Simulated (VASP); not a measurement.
## Bi: single point with PBE

The system is Bi.

```
CELL_PARAMETERS angstrom
-1.98143 1.98143 1.98143
1.98143 -1.98143 1.98143
1.98143 1.98143 -1.98143
ATOMIC_POSITIONS crystal
Bi 0.00000 0.00000 0.00000
```

- Program: VASP 6.6.1
- Task: single point
- Functional: PBE
- Potentials or basis: VASP PAW PBE potentials, release 64 (Bi_d)
- Cutoff: 520 eV
- k mesh: 9 × 9 × 9
- Occupations: gaussian, width 0.025 eV
- Spin: no spin polarisation

The pressure is 0.8 GPa.

Levels at points of the mesh, in eV from the Fermi level:
| k point | band 3 | band 4 | band 5 | band 6 | band 7 | band 8 | band 9 | band 10 | band 11 | band 12 |
| --- | --- | --- | --- | --- | --- | --- | --- | --- | --- | --- |
| (0.00, 0.00, 0.00) | -23.05 | -22.92 | -22.92 | -13.53 | 5.11 | 5.11 | 5.11 | 9.12 | 10.46 | 10.46 |

It took 8.5 s on 1 thread of Intel Xeon 6975P-C, with other jobs on the host, peak memory 0.16 GiB.

Caveat: spin-orbit coupling is left out, which moves the levels of the heavy elements.
